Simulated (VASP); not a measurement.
# Na2Ru (P6/mmm) in VASP: a series of runs

Runs on Na2Ru. Level: PBE. Tasks: relaxation of cell and atoms, single point.

Program: VASP 6.6.1. These are calculated values, not measurements. Logs are shortened: lines on timing, memory, paths and dates and some standing lists are left out, and cuts for length are marked.

### 1 The cell of the first run

The structure is hexagonal, space group P6/mmm (No. 191). Conventional cell: a = 4.276 Å, b = 4.276 Å, c = 3.501 Å, α = 90.00°, β = 90.00°, γ = 120.00°. Na (site symmetry -6m2) has 3 Ru at 2.47 Å and 3 Na at 2.47 Å within 3.3 Å. Ru (site symmetry 6/mmm) has 6 Na at 2.47 Å within 3.3 Å.

The cell was built from a structure type or drawn by symmetry, and may not be a known phase.

### 2 Relaxation of cell and atoms, PBE

Input file INCAR:

```
SYSTEM = Na2Ru
  ALGO = Normal
  EDIFF = 1E-6
  EDIFFG = -0.04
  ENCUT = 600
  GGA = PE
  IBRION = 2
  ISIF = 3
  ISMEAR = 0
  LASPH = .TRUE.
  LCHARG = .FALSE.
  LREAL = .FALSE.
  LWAVE = .FALSE.
  NELM = 80
  NSW = 90
  PREC = Accurate
  SIGMA = 0.1
```

Input file KPOINTS:

```
k-points
0
G
  6 6 6
  0 0 0
```

Input file POSCAR:

```
Na2Ru
1.0
    4.2759399000      0.0000000000      0.0000000000
   -2.1379699500      3.7030725800      0.0000000000
    0.0000000000      0.0000000000      3.5006631000
Na Ru
2 1
Direct
    0.3333333300      0.6666666700      0.5000000000
    0.6666666700      0.3333333300      0.5000000000
    0.0000000000      0.0000000000      0.5000000000
```

Potentials or basis: VASP PAW PBE potentials, release 64 (Na_pv, Ru_pv).

Run with:

```console
> cat potpaw_PBE.64/Na_pv/POTCAR potpaw_PBE.64/Ru_pv/POTCAR > POTCAR
> mpirun -np 1 vasp_std > vasp.out
```

OUTCAR:

```text
SYSTEM = Na2Ru
   EDIFF = 1E-6
   EDIFFG = -0.04
   ENCUT = 600
   GGA = PE
   IBRION = 2
   ISIF = 3
   ISMEAR = 0
   LASPH = .TRUE.
   LREAL = .FALSE.
   NELM = 80
   NSW = 90
   PREC = Accurate

 ion  position               nearest neighbor table
   1  0.333  0.667  0.500-   3 2.47   2 2.47   2 2.47   3 2.47   3 2.47   2 2.47
   2  0.667  0.333  0.500-   3 2.47   1 2.47   1 2.47   3 2.47   3 2.47   1 2.47
   3  0.000  0.000  0.500-   1 2.47   2 2.47   2 2.47   1 2.47   2 2.47   1 2.47

  LATTYP: Found a hexagonal cell.
 ALAT       =     4.2759399000
 C/A-ratio  =     0.8186885648

  Lattice vectors:

 A1 = (   4.2759399000,   0.0000000000,   0.0000000000)
 A2 = (  -2.1379699500,   3.7030725800,   0.0000000000)
 A3 = (   0.0000000000,   0.0000000000,   3.5006631000)

Analysis of symmetry for initial positions (statically):
=====================================================================
 Subroutine PRICEL returns:
 Original cell was already a primitive cell.

 Routine SETGRP: Setting up the symmetry group for a
 hexagonal supercell.

 Subroutine GETGRP returns: Found 24 space group operations
 (whereof 24 operations were pure point group operations)
 out of a pool of 24 trial point group operations.

The static configuration has the point symmetry D_6h.

Analysis of symmetry for dynamics (positions and initial velocities):
=====================================================================
 Subroutine PRICEL returns:
 Original cell was already a primitive cell.

 Routine SETGRP: Setting up the symmetry group for a
 hexagonal supercell.

 Subroutine GETGRP returns: Found 24 space group operations
 (whereof 24 operations were pure point group operations)
 out of a pool of 24 trial point group operations.

The dynamic configuration has the point symmetry D_6h.

 Subroutine INISYM returns: Found 24 space group operations
 (whereof 24 operations are pure point group operations),
 and found     1 'primitive' translations

----------------------------------------------------------------------------------------

                                     Primitive cell

  volume of cell :      55.4299

  direct lattice vectors                    reciprocal lattice vectors
     4.275939900  0.000000000  0.000000000     0.233866711  0.135023008  0.000000000
    -2.137969950  3.703072580  0.000000000     0.000000000  0.270046017  0.000000000
     0.000000000  0.000000000  3.500663100     0.000000000  0.000000000  0.285660165

  length of vectors
     4.275939900  4.275939901  3.500663100     0.270046017  0.270046017  0.285660165

[... 78 lines left out ...]
   LSORBIT =      F    spin-orbit coupling
   LASPH  =      T    aspherical Exc in radial PAW
   ENCUT  =  600.0 eV  44.10 Ry    6.64 a.u.   8.54  8.54  6.99*2*pi/ulx,y,z
   NELM   =     80;   NELMIN=  2; NELMDL= -5     # of ELM steps
   EDIFF  = 0.1E-05   stopping-criterion for ELM
   LREAL  =      F    real-space projection
   EDIFFG = -.4E-01   stopping-criterion for IOM
   NSW    =     90    number of steps for IOM
   IBRION =      2    ionic relax: 0-MD 1-quasi-New 2-CG
   NFREE  =      1    steps in history (QN), initial steepest desc. (CG)
   ISIF   =      3    stress and relaxation
   ISYM   =      2    0-nonsym 1-usesym 2-fastsym
   POTIM  = 0.5000    time-step for ionic-motion
   TEBEG  =    0.0;   TEEND  =   0.0 temperature during run
   PSTRESS=    0.0 pullay stress
   NELECT =      28.0000    total number of electrons
   NUPDOWN=      -1.0000    fix difference up-down
   EMIN   =  10.00;   EMAX   =-10.00  energy-range for DOS
   EFERMI =   0.00;   METHOD = LEGACY
   ISMEAR =     0;   SIGMA  =   0.10  broadening in eV -4-tet -1-fermi 0-gaus
   EFERMI_NEDOS =   21; number of points for ismear=-14 and -15
   IALGO  =     38    algorithm
   IMIX   =      4    mixing-type and parameters
     AMIX     =   0.40;   BMIX     =  1.00
     AMIX_MAG =   1.60;   BMIX_MAG =  1.00
  volume/ion in A,a.u.               =      18.48       124.69
  Fermi-wavevector in a.u.,A,eV,Ry     =   1.303805  2.463835 23.128662  1.699909
  Thomas-Fermi vector in A             =   2.434783
   LORBIT       =      0    0 simple, 1 ext, 2 COOP (PROOUT), +10 PAW based schemes
   GGA     = PE    functional components
   LHFCALC =     F    Hartree Fock is set to
   AEXX    =    0.0000 exact exchange contribution
   IVDW    =     0    specifies the selected vdW correction
   LEPSILON=     F    determine dielectric tensor
   LRPA    =     F    only Hartree local field effects (RPA)
 conjugate gradient relaxation of ions
 non-spin polarized calculation
 Gauss-broadening in eV      SIGMA  =   0.10
  energy-cutoff  :      600.00
  volume of cell :       55.43
 maximum number of plane-waves:      1874
 NGX is ok and might be reduce to    36
   NGX = 17   NGY = 17   NGZ = 13

--------------------------------------- Ionic step        1  -------------------------------------------

 number of electron      27.9999995 magnetization

 Free energy of the ion-electron system (eV)
  ---------------------------------------------------
  ext. energy  EPLUGINS =         0.00000000
  ---------------------------------------------------
  free energy    TOTEN  =        -5.17051523 eV

  energy without entropy =       -5.12765980  energy(sigma->0) =       -5.14908752

------------------------ aborting loop because EDIFF is reached ----------------------------------------

  FORCE on cell =-STRESS in cart. coord.  units (eV):
  Direction    XX          YY          ZZ          XY          YZ          ZX
  --------------------------------------------------------------------------------------
  -------------------------------------------------------------------------------------
  Total       13.7426145     13.7426145     -5.4293527      0.0000000      0.0000000      0.0000000
  in kB      397.2243036    397.2243040   -156.9330830      0.0000000      0.0000000      0.0000000
  external PRESSURE =     212.5051749 kB  Pullay stress =       0.0000000 kB
[... 1119 lines left out ...]
     17       8.7892      0.00000
     18      10.5004      0.00000

 [... further k-points ...]

[... ionic steps 4 to 15 ...]

--------------------------------------- Ionic step       16  -------------------------------------------

 number of electron      28.0000014 magnetization

------------------------ aborting loop because EDIFF is reached ----------------------------------------
[... 69 lines left out ...]
--------------------------------------- Ionic step       18  -------------------------------------------

 number of electron      28.0000013 magnetization

 Free energy of the ion-electron system (eV)
  ---------------------------------------------------
  ext. energy  EPLUGINS =         0.00000000
  ---------------------------------------------------
  free energy    TOTEN  =        -9.45619228 eV

  energy without entropy =       -9.43954874  energy(sigma->0) =       -9.44787051

 E-fermi :   3.7820     XC(G=0):  -9.4681

 val. band max:        3.7800032700   @ k =   0.1667   0.0000   0.5000
 cond. band min:       3.7835007122   @ k =   0.0000   0.0000   0.5000
 fundamental gap:      0.0034974422
 Fermi energy:         3.7819966911
[... 534 lines left out ...]
  FREE ENERGIE OF THE ION-ELECTRON SYSTEM (eV)
  ---------------------------------------------------
  free  energy   TOTEN  =        -9.4561922827 eV

  energy  without entropy=       -9.4395487362  energy(sigma->0) =       -9.44787051

 reached required accuracy - stopping structural energy minimisation
```

OSZICAR:

```text
N       E                     dE             d eps       ncg     rms          rms(c)
DAV:   1     0.312067284229E+03    0.31207E+03   -0.17961E+04  1010   0.212E+03
DAV:   2     0.890292838283E+01   -0.30316E+03   -0.29755E+03  1036   0.521E+02
DAV:   3    -0.529175633660E+01   -0.14195E+02   -0.13832E+02  1150   0.123E+02
DAV:   4    -0.564641692769E+01   -0.35466E+00   -0.35062E+00  1090   0.186E+01
[... 202 lines left out ...]
DAV:   2    -0.945704601748E+01    0.97157E-03   -0.14739E-02  1014   0.835E-01    0.186E-01
DAV:   3    -0.945633656628E+01    0.70945E-03   -0.42988E-03  1042   0.353E-01    0.841E-02
DAV:   4    -0.945619461522E+01    0.14195E-03   -0.38678E-04  1132   0.189E-01    0.237E-02
DAV:   5    -0.945619228841E+01    0.23268E-05   -0.16548E-05  1224   0.432E-02    0.117E-02
DAV:   6    -0.945619228270E+01    0.57130E-08   -0.24041E-06   810   0.117E-02
  18 F= -.94561923E+01 E0= -.94478705E+01  d E =-.237486E-03
```

CONTCAR:

```text
Na2Ru
   1.00000000000000
     5.3149184344971356    0.0000000000000000   -0.0000000000000000
    -2.6574592172485678    4.6028543858331634    0.0000000000000000
     0.0000000000000000    0.0000000000000000    2.4197823450415448
  Na              Ru
     2     1
Direct
     0.3333333300000021    0.6666666699999979    0.5000000000000000
     0.6666666699999979    0.3333333300000021    0.5000000000000000
     0.0000000000000000    0.0000000000000000    0.5000000000000000

  0.00000000E+00  0.00000000E+00  0.00000000E+00
  0.00000000E+00  0.00000000E+00  0.00000000E+00
  0.00000000E+00  0.00000000E+00  0.00000000E+00
```

Run time: 9.9 min. Hardware: 1 thread of Intel Xeon 8259CL, shared host; peak memory 0.21 GiB.

What came out:

| Item | Value |
| --- | --- |
| Free energy | -9.4562 eV |
| Relaxed volume | 19.73 Å³/atom |
| Relaxed cell | a = 5.315 Å, b = 5.315 Å, c = 2.420 Å, α = 90.00°, β = 90.00°, γ = 120.00° |
| Space group after relaxing (to 0.1 Å) | P6/mmm (No. 191) |
| Pressure after relaxing | 0.0 GPa |
| Band gap on the k mesh | zero (bands 14 and 15 overlap by 2.33 eV) |

Final structure:
```xyz
3
Lattice="5.3149 0.0000 0.0000 -2.6575 4.6029 0.0000 0.0000 0.0000 2.4198" Properties=species:S:1:pos:R:3 pbc="T T T"
Na    0.0000    3.0686    1.2099
Na    2.6575    1.5343    1.2099
Ru    0.0000    0.0000    1.2099
```

Caveat: a cell axis changed by over 15 % at a fixed basis, so the end point is rough.

### 3 Single point, PBE, collinear spin, ferromagnetic start

This run uses another cell than the first one, of 19.72 Å³/atom.

Input file INCAR:

```
  PREC = Accurate
  ENCUT = 520
  EDIFF = 1E-6
  ISMEAR = 0
  SIGMA = 0.1
  LREAL = False
  LASPH = True
  NELM = 150
  ALGO = Normal
  ISIF = 2
  LWAVE = False
  LCHARG = True
  ISPIN = 2
  MAGMOM = 0 0 1
  LORBIT = 11
  LMAXMIX = 4
  GGA = PE
  LELF = True
  LVHAR = True
  NBANDS = 25
```

Input file KPOINTS:

```
Automatic mesh
0
Gamma
  6 6 8
```

Input file POSCAR:

```
Na2Ru
1.0
    5.3199692507      0.0000000000      0.0000000000
   -2.6599846253      4.6072285184      0.0000000000
    0.0000000000      0.0000000000      2.4132688352
Na Ru
2 1
Direct
    0.3333333333      0.6666666667      0.5000000000
    0.6666666667      0.3333333333      0.5000000000
    0.0000000000      0.0000000000      0.5000000000
```

Potentials or basis: VASP PAW PBE potentials, release 64 (Na_pv, Ru_pv).

Run with:

```console
> cat potpaw_PBE.64/Na_pv/POTCAR potpaw_PBE.64/Ru_pv/POTCAR > POTCAR
> mpirun -np 1 vasp_std > vasp.out
```

OUTCAR:

```text
PREC = Accurate
   ENCUT = 520
   EDIFF = 1E-6
   ISMEAR = 0
   LREAL = False
   LASPH = True
   NELM = 150
   ISIF = 2
   ISPIN = 2
   LORBIT = 11
   GGA = PE

 ion  position               nearest neighbor table
   1  0.333  0.667  0.500-   3 3.07   3 3.07   3 3.07
   2  0.667  0.333  0.500-   3 3.07   3 3.07   3 3.07
   3  0.000  0.000  0.500-   1 3.07   2 3.07   1 3.07   2 3.07   2 3.07   1 3.07

  LATTYP: Found a hexagonal cell.
 ALAT       =     5.3199692507
 C/A-ratio  =     0.4536245834

  Lattice vectors:

[... 1565 lines left out ...]
 -----------------------------------------------------------------------------
  energy-cutoff  :      520.00
  volume of cell :       59.15
      direct lattice vectors                 reciprocal lattice vectors
     5.319969251  0.000000000  0.000000000     0.187971011  0.108525114  0.000000000
    -2.659984625  4.607228518  0.000000000     0.000000000  0.217050228  0.000000000
     0.000000000  0.000000000  2.413268835     0.000000000  0.000000000  0.414375715

 POSITION                                       TOTAL-FORCE (eV/Angst)
 -----------------------------------------------------------------------------------
     -0.00000      3.07149      1.20663         0.000000     -0.000000      0.000000
      2.65998      1.53574      1.20663        -0.000000      0.000000     -0.000000
      0.00000      0.00000      1.20663        -0.000000      0.000000      0.000000
 -----------------------------------------------------------------------------------
    total drift:                                0.000000     -0.000000      0.000000

  FREE ENERGIE OF THE ION-ELECTRON SYSTEM (eV)
  ---------------------------------------------------
  free  energy   TOTEN  =        -9.4974211709 eV

  energy  without entropy=       -9.4834348103  energy(sigma->0) =       -9.49042799

 total charge

# of ion       s       p       d       tot
------------------------------------------
    1        0.117   5.995   0.000   6.112
    2        0.117   5.995   0.000   6.112
    3        0.379   6.115   6.052  12.546
--------------------------------------------------
tot          0.612  18.105   6.052  24.770

 magnetization (x)

# of ion       s       p       d       tot
------------------------------------------
    1       -0.003  -0.000   0.000  -0.003
    2       -0.003  -0.000   0.000  -0.003
    3        0.018   0.008   0.580   0.605
--------------------------------------------------
tot          0.011   0.008   0.580   0.598
```

OSZICAR:

```text
N       E                     dE             d eps       ncg     rms          rms(c)
DAV:   1     0.290992354244E+03    0.29099E+03   -0.15208E+04  3509   0.131E+03
DAV:   2     0.315956323094E+01   -0.28783E+03   -0.27659E+03  3599   0.396E+02
DAV:   3    -0.961464179825E+01   -0.12774E+02   -0.12635E+02  4114   0.905E+01
DAV:   4    -0.981154985424E+01   -0.19691E+00   -0.19652E+00  4123   0.117E+01
DAV:   5    -0.981632048162E+01   -0.47706E-02   -0.47572E-02  4454   0.176E+00    0.597E+00
DAV:   6    -0.961044187825E+01    0.20588E+00   -0.67850E-01  4299   0.491E+00    0.228E+00
DAV:   7    -0.953800600283E+01    0.72436E-01   -0.24727E-01  4163   0.221E+00    0.185E+00
DAV:   8    -0.949775026649E+01    0.40256E-01   -0.10079E-01  4341   0.200E+00    0.386E-01
DAV:   9    -0.949755781420E+01    0.19245E-03   -0.38101E-03  4348   0.412E-01    0.258E-01
DAV:  10    -0.949740996670E+01    0.14785E-03   -0.73097E-04  4125   0.203E-01    0.109E-01
DAV:  11    -0.949739987576E+01    0.10091E-04   -0.10812E-04  4446   0.668E-02    0.493E-02
DAV:  12    -0.949741696824E+01   -0.17092E-04   -0.18825E-05  4134   0.311E-02    0.242E-02
DAV:  13    -0.949742051365E+01   -0.35454E-05   -0.22504E-05  3981   0.268E-02    0.614E-03
DAV:  14    -0.949742117085E+01   -0.65721E-06   -0.13783E-06  3586   0.847E-03
   1 F= -.94974212E+01 E0= -.94904280E+01  d E =-.139864E-01  mag=     0.6713
```

Run time: 2.2 min. Hardware: 1 thread of Intel Xeon 8259CL, shared host; peak memory 0.24 GiB.

Results:

- Free energy: -9.4974 eV
- Pressure: 1.6 GPa
- Net moment: 0.67 μB per cell
- Site moments: Na -0.00; Ru +0.60 μB
- Valence electrons inside the program's atomic spheres: Na 6.11; Ru 12.55

Stress tensor (GPa, compression positive):
```
0.32 0.00 0.00
0.00 0.32 0.00
0.00 0.00 4.18
```

Levels at points of the mesh, in eV from the Fermi level:
Spin up:
```
           k point  band 10  band 11  band 12  band 13  band 14  band 15  band 16  band 17  band 18  band 19
(0.00, 0.00, 0.00)    -4.85    -4.03    -1.85    -1.85     1.47     1.47     1.98     1.98     4.45     4.45
(0.50, 0.00, 0.00)    -4.54    -2.93    -2.08    -1.70    -1.49     0.71     1.47     1.47     3.50     6.79
(0.00, 0.00, 0.50)    -3.16    -3.16    -0.36    -0.36    -0.11     1.84     6.14     7.26     7.26     8.32
(0.50, 0.00, 0.50)    -3.27    -3.20    -0.41    -0.28     0.41     3.09     4.79     4.97     7.14     7.23
```
Spin down:
```
           k point  band 11  band 12  band 13  band 14  band 15  band 16  band 17  band 18
(0.00, 0.00, 0.00)    -3.79    -1.44    -1.44     1.86     1.86     2.12     2.12     4.52
(0.50, 0.00, 0.00)    -2.71    -2.06    -1.28    -1.00     0.78     1.86     1.86     3.63
(0.00, 0.00, 0.50)    -2.86     0.18     0.18     0.24     1.83     6.33     7.18     7.18
(0.50, 0.00, 0.50)    -2.90     0.12     0.27     0.82     3.11     4.90     4.93     7.20
```
